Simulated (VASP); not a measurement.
# Hg (Pm-3m) in VASP: a series of runs, part 2 of 3

VASP 6.6.1.

## Step 3: Single point, PBE

This run uses another cell than the first one, of 28.87 Å³/atom, 1.021 times its volume.

The input, INCAR:

```
SYSTEM = Hg
PREC     = Accurate       ! precision mode
ENCUT    = 520            ! plane-wave cutoff, eV
EDIFF    = 1E-6           ! SCF threshold, eV
ISMEAR   = -1             ! smearing method
SIGMA    = 0.06122561905347299 ! smearing width, eV
LREAL    = .False.        ! projectors in reciprocal space
LASPH    = .True.         ! aspherical terms in the spheres
NELM     = 60             ! most SCF steps
ALGO     = Normal         ! electronic algorithm
ISIF     = 2              ! what is computed and relaxed
LWAVE    = .False.        ! write WAVECAR
LCHARG   = .True.         ! write CHGCAR
GGA      = PE             ! functional
LELF     = .True.         ! ELF
LVHAR    = .True.       
NBANDS   = 12             ! bands
```

The input, KPOINTS:

```
regular mesh
0
Gamma
  18 18 18
  0 0 0
```

The input, POSCAR:

```
Hg
1.0
    3.0678839796      0.0000000000      0.0000000000
    0.0000000000      3.0678839796      0.0000000000
    0.0000000000      0.0000000000      3.0678839796
Hg
1
Direct
    0.0000000000      0.0000000000      0.0000000000
```

Potentials or basis: VASP PAW PBE potentials, release 64 (Hg).

Started as:

```console
cat potpaw_PBE.64/Hg/POTCAR > POTCAR
mpirun -np 1 vasp_std > vasp.out
```

OUTCAR:

```text
SYSTEM = Hg
   PREC = Accurate
   ENCUT = 520
   EDIFF = 1E-6
   ISMEAR = -1
   LREAL = .False.
   LASPH = .True.
   NELM = 60
   ISIF = 2
   GGA = PE

 ion  position               nearest neighbor table
   1  0.000  0.000  0.000-

  LATTYP: Found a simple cubic cell.
 ALAT       =     3.0678839796

  Lattice vectors:

 A1 = (   3.0678839796,   0.0000000000,   0.0000000000)
 A2 = (   0.0000000000,   3.0678839796,   0.0000000000)
 A3 = (   0.0000000000,   0.0000000000,   3.0678839796)

Analysis of symmetry for initial positions (statically):
=====================================================================
 Subroutine PRICEL returns:
 Original cell was already a primitive cell.

 Routine SETGRP: Setting up the symmetry group for a
 simple cubic supercell.

 Subroutine GETGRP returns: Found 48 space group operations
 (whereof 48 operations were pure point group operations)
 out of a pool of 48 trial point group operations.

The static configuration has the point symmetry O_h .

Analysis of symmetry for dynamics (positions and initial velocities):
=====================================================================
 Subroutine PRICEL returns:
 Original cell was already a primitive cell.

 Routine SETGRP: Setting up the symmetry group for a
 simple cubic supercell.

 Subroutine GETGRP returns: Found 48 space group operations
 (whereof 48 operations were pure point group operations)
 out of a pool of 48 trial point group operations.

The dynamic configuration has the point symmetry O_h .

 Subroutine INISYM returns: Found 48 space group operations
 (whereof 48 operations are pure point group operations),
 and found     1 'primitive' translations

----------------------------------------------------------------------------------------

                                     Primitive cell

  volume of cell :      28.8747
[... 111 lines left out ...]
   LORBIT       =      0    0 simple, 1 ext, 2 COOP (PROOUT), +10 PAW based schemes
   GGA     = PE    functional components
   LHFCALC =     F    Hartree Fock is set to
   AEXX    =    0.0000 exact exchange contribution
   IVDW    =     0    specifies the selected vdW correction
   LEPSILON=     F    determine dielectric tensor
   LRPA    =     F    only Hartree local field effects (RPA)
 non-spin polarized calculation
  energy-cutoff  :      520.00
  volume of cell :       28.87
 maximum number of plane-waves:       804
 NGX is ok and might be reduce to    24
   NGX = 11   NGY = 11   NGZ = 11

 number of electron      12.0000001 magnetization

 Free energy of the ion-electron system (eV)
  ---------------------------------------------------
  ext. energy  EPLUGINS =         0.00000000
  ---------------------------------------------------
  free energy    TOTEN  =        -0.16439412 eV

  energy without entropy =       -0.16090199  energy(sigma->0) =       -0.16264806

 E-fermi :   1.4397     XC(G=0):  -9.6828

 val. band max:        1.4339531106   @ k =   0.4444   0.4444   0.2222
 cond. band min:       1.4934368334   @ k =   0.5000   0.3889   0.2778
 fundamental gap:      0.0594837228
 Fermi energy:         1.4396542898

 k-point     1 :       0.0000    0.0000    0.0000
  band No.  band energies     occupation
      1      -6.4299      2.00000
      2      -6.2554      2.00000
      3      -6.2554      2.00000
      4      -4.4252      2.00000
      5      -4.4252      2.00000
      6      -4.4252      2.00000
      7      11.1468      0.00000
      8      11.1468      0.00000
      9      11.1468      0.00000
     10      14.3708      0.00000
     11      16.1896      0.00000
     12      16.1896      0.00000
[... 331 lines left out ...]
 k-point    24 :       0.3333    0.1111    0.0000
  band No.  band energies     occupation
      1      -6.0854      2.00000
      2      -5.8150      2.00000
      3      -5.0095      2.00000
      4      -4.8500      2.00000
      5      -4.4536      2.00000
      6      -3.6216      2.00000
      7       3.4839      0.00000
      8      11.1858      0.00000
      9      13.7633      0.00000
     10      15.8643      0.00000
     11      16.4933      0.00000
     12      20.1025      0.00000

 [... further k-points ...]

------------------------ aborting loop because EDIFF is reached ----------------------------------------

  FORCE on cell =-STRESS in cart. coord.  units (eV):
  Direction    XX          YY          ZZ          XY          YZ          ZX
  --------------------------------------------------------------------------------------
  -------------------------------------------------------------------------------------
  Total        0.1211354      0.1211354      0.1211354      0.0000000      0.0000000     -0.0000000
  in kB        6.7214781      6.7214781      6.7214781      0.0000000      0.0000000     -0.0000000
  external PRESSURE =       6.7214781 kB  Pullay stress =       0.0000000 kB

 VOLUME and BASIS-vectors are now :
 -----------------------------------------------------------------------------
  energy-cutoff  :      520.00
  volume of cell :       28.87
      direct lattice vectors                 reciprocal lattice vectors
     3.067883980  0.000000000  0.000000000     0.325957568  0.000000000  0.000000000
     0.000000000  3.067883980  0.000000000     0.000000000  0.325957568  0.000000000
     0.000000000  0.000000000  3.067883980     0.000000000  0.000000000  0.325957568

 POSITION                                       TOTAL-FORCE (eV/Angst)
 -----------------------------------------------------------------------------------
      0.00000      0.00000      0.00000         0.000000      0.000000      0.000000
 -----------------------------------------------------------------------------------
    total drift:                                0.000000     -0.000000      0.000000

  FREE ENERGIE OF THE ION-ELECTRON SYSTEM (eV)
  ---------------------------------------------------
  free  energy   TOTEN  =        -0.1643941229 eV

  energy  without entropy=       -0.1609019904  energy(sigma->0) =       -0.16264806
```

OSZICAR:

```text
N       E                     dE             d eps       ncg     rms          rms(c)
DAV:   1     0.728459731147E+02    0.72846E+02   -0.64432E+03  5560   0.936E+02
DAV:   2     0.115354666981E+01   -0.71692E+02   -0.67209E+02  5716   0.221E+02
DAV:   3    -0.192709274057E+00   -0.13463E+01   -0.13454E+01  6232   0.339E+01
DAV:   4    -0.194268592346E+00   -0.15593E-02   -0.15593E-02  5780   0.123E+00
DAV:   5    -0.194271532888E+00   -0.29405E-05   -0.29407E-05  6336   0.495E-02    0.262E+00
DAV:   6    -0.166314578233E+00    0.27957E-01   -0.71784E-02  6116   0.294E+00    0.206E+00
DAV:   7    -0.164346047829E+00    0.19685E-02   -0.90710E-03  6116   0.889E-01    0.986E-01
DAV:   8    -0.164359716377E+00   -0.13669E-04   -0.93181E-04  5620   0.366E-01    0.346E-02
DAV:   9    -0.164385745524E+00   -0.26029E-04   -0.13917E-05  5940   0.330E-02    0.114E-02
DAV:  10    -0.164394177572E+00   -0.84320E-05   -0.92238E-06  5472   0.286E-02    0.123E-03
DAV:  11    -0.164394122945E+00    0.54627E-07   -0.13287E-07  4156   0.257E-03
   1 F= -.16439412E+00 E0= -.16264806E+00  d E =-.349213E-02
```

Run time: 22 s. Hardware: 1 thread of AMD EPYC 9R45 (Zen 5), shared host; peak memory 0.16 GiB.

Results:

| Quantity | Value |
| --- | --- |
| Free energy | -0.1644 eV |
| Pressure | 0.7 GPa |
| Band gap on the k mesh | zero (band 6 reaches 5.45 eV, above the bottom of band 7 at 0.04 eV) |

Caveat: spin-orbit coupling is left out, which moves the levels of the heavy elements.

## Step 4: Single point, PBE

This run uses another cell than the first one, of 29.48 Å³/atom, 1.043 times its volume.

The input, INCAR:

```
ALGO = Normal ; EDIFF = 1E-6
ENCUT = 520 ; GGA = PE
ISIF = 2 ; ISMEAR = -1
LASPH = T ; LCHARG = F
LREAL = F ; LWAVE = F
NBANDS = 12 ; NELM = 100
PREC = Accurate ; SIGMA = 0.06122561905347299
```

The input, KPOINTS:

```
k-points
0
Gamma
  18 18 18
```

The input, POSCAR:

```
Hg
1.0
    3.0890424688      0.0000000000      0.0000000000
    0.0000000000      3.0890424688      0.0000000000
    0.0000000000      0.0000000000      3.0890424688
Hg
1
Direct
    0.0000000000      0.0000000000      0.0000000000
```

Started as:

```console
cat potpaw_PBE.64/Hg/POTCAR > POTCAR
mpirun -np 1 vasp_std > vasp.out
```

It took 22 s on 1 thread of AMD EPYC 9R45 (Zen 5), shared host; peak memory 0.17 GiB.

It converged, with:

```yaml
Free_energy: -0.1665 eV
Pressure: 0.3 GPa
Band_gap_on_the_k_mesh: zero (band 6 reaches 5.12 eV, above the bottom of band 7 at -0.01 eV)
```

Levels at points of the mesh, in eV from the Fermi level:
```
           k point  band 2  band 3  band 4  band 5  band 6  band 7  band 8  band 9  band 10  band 11
(0.00, 0.00, 0.00)   -7.60   -7.60   -5.85   -5.85   -5.85    9.61    9.61    9.61    12.76    14.58
(0.50, 0.00, 0.00)   -7.25   -6.39   -6.39   -5.80   -2.87   -1.32   13.06   13.06    14.12    14.66
(0.50, 0.50, 0.00)   -7.20   -6.31   -6.31   -5.33    0.27    1.62    1.62    7.12    17.12    17.12
(0.50, 0.50, 0.50)   -7.15   -7.15   -5.30   -5.30    3.81    4.59    4.59    4.59     8.75    10.73
```

Caveat: spin-orbit coupling is left out, which moves the levels of the heavy elements.

[end of part 2 of 3]
